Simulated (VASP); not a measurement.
# Ga3Sb (I4/mmm) in VASP: further runs

The runs below take Ga3Sb through single point, with PBE+D3(BJ).

All numbers are computed with VASP 6.6.1; they aren't measurements. Logs are shortened: lines on timing, memory, paths and dates and some standing lists are left out, and cuts for length are marked.

### 1 The cell of the first run

The structure is tetragonal, space group I4/mmm (No. 139). The conventional cell has a = 4.448 Å, b = 4.448 Å, c = 8.187 Å, α = 90.00°, β = 90.00°, γ = 90.00°. Ga (site symmetry -4m2) has 10 Ga at 3.02 to 4.09 Å and 4 Sb at 3.02 Å within 4.1 Å. Within 4.1 Å of Ga (site symmetry 4/mmm) lie 8 Ga at 3.02 Å and 6 Sb at 3.14 to 4.09 Å. Sb (site symmetry 4/mmm) has 14 Ga at 3.02 to 4.09 Å within 4.1 Å.

### 2 Single point, PBE+D3(BJ) (20.24 Å³/atom)

Input file INCAR:

```
ALGO     = Fast           # electronic algorithm
EDIFF    = 1E-6           # SCF threshold, eV
ENCUT    = 520            # plane-wave cutoff, eV
GGA      = PE             # functional
ISIF     = 2              # what is computed and relaxed
ISMEAR   = 0              # smearing method
IVDW     = 12             # dispersion correction
LASPH    = T              # aspherical terms in the spheres
LCHARG   = T              # write CHGCAR
LELF     = T              # ELF
LREAL    = F              # projectors in reciprocal space
LVHAR    = T            
LWAVE    = F              # write WAVECAR
NBANDS   = 30             # bands
NELM     = 100            # most SCF steps
PREC     = Accurate       # precision mode
SIGMA    = 0.1            # smearing width, eV
```

Input file KPOINTS:

```
k-points
0
Gamma
  14 14 14
```

Input file POSCAR:

```
Ga3Sb
1.0
   -2.2237564060      2.2237564060      4.0934104194
    2.2237564060     -2.2237564060      4.0934104194
    2.2237564060      2.2237564060     -4.0934104194
Ga Sb
3 1
Direct
    0.7500000000      0.2500000000      0.5000000000
    0.2500000000      0.7500000000      0.5000000000
    0.5000000000      0.5000000000      0.0000000000
    0.0000000000      0.0000000000      0.0000000000
```

Potentials or basis: VASP PAW PBE potentials, release 64 (Ga_d, Sb).

Run with:

```bash
cat potpaw_PBE.64/Ga_d/POTCAR potpaw_PBE.64/Sb/POTCAR > POTCAR
mpirun -np 1 vasp_std > vasp.out
```

OUTCAR:

```text
EDIFF = 1E-6
   ENCUT = 520
   GGA = PE
   ISIF = 2
   ISMEAR = 0
   IVDW = 12
   LASPH = T
   LREAL = F
   NELM = 100
   PREC = Accurate
 IVDW          = 12

 ion  position               nearest neighbor table
   1  0.750  0.250  0.500-   4 3.02   4 3.02   4 3.02   4 3.02
   2  0.250  0.750  0.500-   4 3.02   4 3.02   4 3.02   4 3.02
   3  0.500  0.500  0.000-   4 3.14   4 3.14   4 3.14   4 3.14
   4  0.000  0.000  0.000-   1 3.02   2 3.02   1 3.02   2 3.02   1 3.02   2 3.02   1 3.02   2 3.02
                             3 3.14   3 3.14   3 3.14   3 3.14

  LATTYP: Found a body centered tetragonal cell.
 ALAT       =     4.4475128120
 C/A-ratio  =     1.8407638572

  Lattice vectors:

 A1 = (  -2.2237564060,   2.2237564060,   4.0934104194)
 A2 = (   2.2237564060,  -2.2237564060,   4.0934104194)
 A3 = (   2.2237564060,   2.2237564060,  -4.0934104194)

Analysis of symmetry for initial positions (statically):
=====================================================================
 Subroutine PRICEL returns:
 Original cell was already a primitive cell.

 Routine SETGRP: Setting up the symmetry group for a
 body centered tetragonal supercell.

 Subroutine GETGRP returns: Found 16 space group operations
 (whereof 16 operations were pure point group operations)
 out of a pool of 16 trial point group operations.

The static configuration has the point symmetry D_4h.

Analysis of symmetry for dynamics (positions and initial velocities):
=====================================================================
 Subroutine PRICEL returns:
 Original cell was already a primitive cell.

 Routine SETGRP: Setting up the symmetry group for a
 body centered tetragonal supercell.

 Subroutine GETGRP returns: Found 16 space group operations
 (whereof 16 operations were pure point group operations)
 out of a pool of 16 trial point group operations.

The dynamic configuration has the point symmetry D_4h.

 Subroutine INISYM returns: Found 16 space group operations
 (whereof 16 operations are pure point group operations),
 and found     1 'primitive' translations

----------------------------------------------------------------------------------------

                                     Primitive cell

  volume of cell :      80.9692

  direct lattice vectors                    reciprocal lattice vectors
    -2.223756406  2.223756406  4.093410419     0.000000000  0.224844771  0.122147537
     2.223756406 -2.223756406  4.093410419     0.224844771  0.000000000  0.122147537
     2.223756406  2.223756406 -4.093410419     0.224844771  0.224844771  0.000000000

  length of vectors
     5.161995154  5.161995154  5.161995154     0.255881206  0.255881206  0.317978525

  position of ions in fractional coordinates (direct lattice)
     0.750000000  0.250000000  0.500000000
     0.250000000  0.750000000  0.500000000
     0.500000000  0.500000000  0.000000000
     0.000000000  0.000000000  0.000000000

  ion indices of the primitive-cell ions
   primitive index   ion index
                 1           1
                 2           2
                 3           3
                 4           4

----------------------------------------------------------------------------------------

 KPOINTS: k-points

Automatic generation of k-mesh.
 Grid dimensions read from file:
 generate k-points for:   14   14   14

 Generating k-lattice:

  Cartesian coordinates                     Fractional coordinates (reciprocal lattice)
     0.000000000  0.016060341  0.008724824     0.071428571  0.000000000  0.000000000
     0.016060341  0.000000000  0.008724824     0.000000000  0.071428571  0.000000000
     0.016060341  0.016060341  0.000000000     0.000000000  0.000000000  0.071428571

  Length of vectors
     0.018277229  0.018277229  0.022712752

  Shift w.r.t. Gamma in fractional coordinates (k-lattice)
     0.000000000  0.000000000  0.000000000

 Subroutine IBZKPT returns following result:
 ===========================================

 Found    244 irreducible k-points:

 Following reciprocal coordinates:
            Coordinates               Weight
  0.000000  0.000000  0.000000      1.000000
  0.071429  0.000000 -0.000000      8.000000
  0.142857  0.000000  0.000000      8.000000
  0.214286  0.000000  0.000000      8.000000
  0.285714  0.000000 -0.000000      8.000000
  0.357143  0.000000 -0.000000      8.000000
[... 16 lines left out ...]
  0.214286  0.142857  0.000000     16.000000
  0.285714  0.142857  0.000000     16.000000
 [... further k-points ...]
   k-points           NKPTS =    244   k-points in BZ     NKDIM =    244   number of bands    NBANDS=     30
   number of dos      NEDOS =    301   number of ions     NIONS =      4
   total plane-waves  NPLWV =  64000
   dimension x,y,z NGX =    40 NGY =   40 NGZ =   40
   dimension x,y,z NGXF=    80 NGYF=   80 NGZF=   80
   ions per type =               3   1
   NGX,Y,Z   is equivalent  to a cutoff of  12.88, 12.88, 12.88 a.u.
   NGXF,Y,Z  is equivalent  to a cutoff of  25.76, 25.76, 25.76 a.u.
 SYSTEM =  unknown system
   PREC   = accura    normal or accurate (medium, high low for compatibility)
   ISTART =      0    job   : 0-new  1-cont  2-samecut
   ICHARG =      2    charge: 1-file 2-atom 10-const
   ISPIN  =      1    spin polarized calculation?
   LNONCOLLINEAR =      F non collinear calculations
   LSORBIT =      F    spin-orbit coupling
   LASPH  =      T    aspherical Exc in radial PAW
   ENCUT  =  520.0 eV  38.22 Ry    6.18 a.u.   9.60  9.60  9.60*2*pi/ulx,y,z
   NELM   =    100;   NELMIN=  2; NELMDL= -5     # of ELM steps
   EDIFF  = 0.1E-05   stopping-criterion for ELM
   LREAL  =      F    real-space projection
   EDIFFG = 0.1E-04   stopping-criterion for IOM
   NSW    =      0    number of steps for IOM
   IBRION =     -1    ionic relax: 0-MD 1-quasi-New 2-CG
   NFREE  =      0    steps in history (QN), initial steepest desc. (CG)
   ISIF   =      2    stress and relaxation
   ISYM   =      2    0-nonsym 1-usesym 2-fastsym
   POTIM  = 0.5000    time-step for ionic-motion
   TEBEG  =    0.0;   TEEND  =   0.0 temperature during run
   PSTRESS=    0.0 pullay stress
   NELECT =      44.0000    total number of electrons
   NUPDOWN=      -1.0000    fix difference up-down
   EMIN   =  10.00;   EMAX   =-10.00  energy-range for DOS
   EFERMI =   0.00;   METHOD = LEGACY
   ISMEAR =     0;   SIGMA  =   0.10  broadening in eV -4-tet -1-fermi 0-gaus
   EFERMI_NEDOS =   21; number of points for ismear=-14 and -15
   IALGO  =     68    algorithm
   IMIX   =      4    mixing-type and parameters
     AMIX     =   0.40;   BMIX     =  1.00
     AMIX_MAG =   1.60;   BMIX_MAG =  1.00
  volume/ion in A,a.u.               =      20.24       136.60
  Fermi-wavevector in a.u.,A,eV,Ry     =   1.335937  2.524554 24.282677  1.784726
  Thomas-Fermi vector in A             =   2.464602
   LORBIT       =      0    0 simple, 1 ext, 2 COOP (PROOUT), +10 PAW based schemes
   GGA     = PE    functional components
   LHFCALC =     F    Hartree Fock is set to
   AEXX    =    0.0000 exact exchange contribution
   IVDW    =    12    specifies the selected vdW correction
   LEPSILON=     F    determine dielectric tensor
   LRPA    =     F    only Hartree local field effects (RPA)
 non-spin polarized calculation
 RMM-DIIS sequential band-by-band and
 Gauss-broadening in eV      SIGMA  =   0.10
  energy-cutoff  :      520.00
  volume of cell :       80.97
 maximum number of plane-waves:      2203
   NGX = 19   NGY = 19   NGZ = 19

 number of electron      44.0000024 magnetization

 Free energy of the ion-electron system (eV)
  ---------------------------------------------------
  ext. energy  EPLUGINS =         0.00000000
  ---------------------------------------------------
  free energy    TOTEN  =       -12.49228559 eV

  energy without entropy =      -12.48597248  energy(sigma->0) =      -12.48912904

 E-fermi :   6.9258     XC(G=0): -10.9044

 val. band max:        6.9185286065   @ k =   0.4286   0.2143  -0.0000
 cond. band min:       6.9326402008   @ k =  -0.0714  -0.3571   0.0714
 fundamental gap:      0.0141115944
 Fermi energy:         6.9258299213

 k-point     1 :       0.0000    0.0000    0.0000
  band No.  band energies     occupation
      1      -8.1079      2.00000
      2      -8.0777      2.00000
      3      -8.0523      2.00000
      4      -8.0337      2.00000
      5      -8.0337      2.00000
      6      -8.0198      2.00000
[... 22 lines left out ...]
     29      13.0798      0.00000
     30      13.3649      0.00000

 k-point     2 :       0.0714    0.0000   -0.0000
  band No.  band energies     occupation
      1      -8.1054      2.00000
      2      -8.0770      2.00000
      3      -8.0534      2.00000
      4      -8.0403      2.00000
      5      -8.0351      2.00000
      6      -8.0177      2.00000
[... 22 lines left out ...]
     29      13.4225      0.00000
     30      13.7105      0.00000

 k-point     3 :       0.1429    0.0000    0.0000
  band No.  band energies     occupation
      1      -8.0978      2.00000
      2      -8.0767      2.00000
      3      -8.0526      2.00000
      4      -8.0509      2.00000
      5      -8.0365      2.00000
      6      -8.0125      2.00000
[... 22 lines left out ...]
     29      14.2612      0.00000
     30      14.5571      0.00000

 k-point     4 :       0.2143    0.0000    0.0000
  band No.  band energies     occupation
      1      -8.0859      2.00000
      2      -8.0780      2.00000
      3      -8.0611      2.00000
      4      -8.0453      2.00000
      5      -8.0369      2.00000
      6      -8.0051      2.00000
[... 22 lines left out ...]
     29      14.5450      0.00000
     30      15.2224      0.00000

 k-point     5 :       0.2857    0.0000   -0.0000
  band No.  band energies     occupation
      1      -8.0773      2.00000
      2      -8.0748      2.00000
      3      -8.0652      2.00000
      4      -8.0376      2.00000
      5      -8.0323      2.00000
      6      -7.9960      2.00000
[... 22 lines left out ...]
     29      13.2921      0.00000
     30      13.9388      0.00000
[... 526 lines left out ...]
     29      13.2636      0.00000
     30      14.3213      0.00000

 k-point    22 :       0.1429    0.1429    0.0000
  band No.  band energies     occupation
      1      -8.0940      2.00000
      2      -8.0823      2.00000
      3      -8.0575      2.00000
      4      -8.0556      2.00000
      5      -8.0260      2.00000
      6      -8.0206      2.00000
[... 22 lines left out ...]
     29      13.3470      0.00000
     30      13.6744      0.00000

 k-point    23 :       0.2143    0.1429    0.0000
  band No.  band energies     occupation
      1      -8.0962      2.00000
      2      -8.0753      2.00000
      3      -8.0614      2.00000
      4      -8.0478      2.00000
      5      -8.0266      2.00000
      6      -8.0122      2.00000
[... 22 lines left out ...]
     29      12.0812      0.00000
     30      14.2403      0.00000

 k-point    24 :       0.2857    0.1429    0.0000
  band No.  band energies     occupation
      1      -8.0968      2.00000
      2      -8.0657      2.00000
      3      -8.0608      2.00000
      4      -8.0383      2.00000
      5      -8.0295      2.00000
      6      -7.9979      2.00000
[... 22 lines left out ...]
     29      12.5601      0.00000
     30      14.6468      0.00000

 [... further k-points ...]

------------------------ aborting loop because EDIFF is reached ----------------------------------------

 Edisp (eV)   -1.47416

 E8    (eV) :    -0.6847

  FORCE on cell =-STRESS in cart. coord.  units (eV):
  Direction    XX          YY          ZZ          XY          YZ          ZX
  --------------------------------------------------------------------------------------
  -------------------------------------------------------------------------------------
  Total       0.87497     0.87497     0.84323     0.00000    -0.00000    -0.00000
  in kB      17.31341    17.31341    16.68533     0.00000    -0.00000    -0.00000
  external pressure =       17.10 kB  Pullay stress =        0.00 kB

 VOLUME and BASIS-vectors are now :
 -----------------------------------------------------------------------------
  energy-cutoff  :      520.00
  volume of cell :       80.97
      direct lattice vectors                 reciprocal lattice vectors
    -2.223756406  2.223756406  4.093410419     0.000000000  0.224844771  0.122147537
     2.223756406 -2.223756406  4.093410419     0.224844771  0.000000000  0.122147537
     2.223756406  2.223756406 -4.093410419     0.224844771  0.224844771  0.000000000

 POSITION                                       TOTAL-FORCE (eV/Angst)
 -----------------------------------------------------------------------------------
     -0.00000      2.22376      2.04671         0.000000     -0.000000     -0.000000
      2.22376     -0.00000      2.04671        -0.000000     -0.000000      0.000000
      0.00000      0.00000      4.09341         0.000000      0.000000     -0.000000
      0.00000      0.00000      0.00000         0.000000      0.000000     -0.000000
 -----------------------------------------------------------------------------------
    total drift:                               -0.000000     -0.000000      0.000000

  FREE ENERGIE OF THE ION-ELECTRON SYSTEM (eV)
  ---------------------------------------------------
  free  energy   TOTEN  =       -13.9664450498 eV

  energy  without entropy=      -13.9601319446  energy(sigma->0) =      -13.96328850
```

Wall time 12 min (1 thread of Oxide Virtual Turin-like, shared host); peak memory 0.58 GiB.

Results:

```
Free energy                : -13.9664 eV
Pressure                   : 1.7 GPa
Band gap on the k mesh     : zero (bands 22 and 23 overlap by 4.73 eV)
Dispersion energy per atom : -0.369 eV
```

Levels at points of the mesh, in eV from the Fermi level:
| k point | band 18 | band 19 | band 20 | band 21 | band 22 | band 23 | band 24 | band 25 | band 26 | band 27 |
| --- | --- | --- | --- | --- | --- | --- | --- | --- | --- | --- |
| (0.00, 0.00, 0.00) | -3.11 | -2.47 | -2.06 | -2.06 | -2.02 | -0.69 | -0.69 | 0.07 | 0.29 | 2.86 |
| (0.50, 0.00, 0.00) | -5.09 | -4.62 | -1.86 | -1.39 | -1.05 | -0.51 | 2.12 | 3.11 | 3.50 | 3.89 |
| (0.50, 0.50, 0.00) | -6.06 | -5.34 | -5.11 | -4.70 | 1.02 | 1.27 | 1.72 | 1.80 | 6.09 | 6.90 |
| (0.50, 0.50, 0.50) | -4.65 | -3.94 | -3.94 | -3.49 | 2.86 | 3.91 | 3.91 | 4.24 | 5.23 | 5.23 |

Caveat: spin-orbit coupling is left out, which moves the levels of the heavy elements.

(Continued in part 2 of 2.)
